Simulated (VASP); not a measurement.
A run of VASP 6.6.1:

Contents of INCAR:

```
SYSTEM = SiC
  PREC = Accurate
  ENCUT = 520
  EDIFF = 1E-8
  ISMEAR = 0
  SIGMA = 0.01
  LREAL = .FALSE.
  LASPH = .TRUE.
  NELM = 100
  ALGO = Normal
  ISIF = 2
  LWAVE = .FALSE.
  LCHARG = .FALSE.
  METAGGA = R2SCAN
  LMIXTAU = .TRUE.
  LCALCEPS = .TRUE.
```

The input KPOINTS:

```
Automatic mesh
0
G
  8 8 8
  0 0 0
```

Contents of POSCAR:

```
SiC
1.0
    0.0000000000      2.1127107805      2.1127107805
    2.1127107805      0.0000000000      2.1127107805
    2.1127107805      2.1127107805      0.0000000000
Si C
1 1
Direct
    0.0000000000      0.0000000000      0.0000000000
    0.2500000000      0.2500000000      0.2500000000
```

Potentials or basis: VASP PAW PBE potentials, release 64 (Si, C).

Launch:

```console
$ cat potpaw_PBE.64/Si/POTCAR potpaw_PBE.64/C/POTCAR > POTCAR
$ mpirun -np 1 vasp_std > vasp.out
```

Hardware: 1 thread of AMD EPYC 7R43 64-Core Processor (Zen 3), on a shared host.

Q: How long does it take, and how much memory?

A: It took 31 min on 1 thread of AMD EPYC 7R43 64-Core Processor (Zen 3) (shared host), peak memory 0.19 GiB. Counts: scf iterations 73, k points 29.
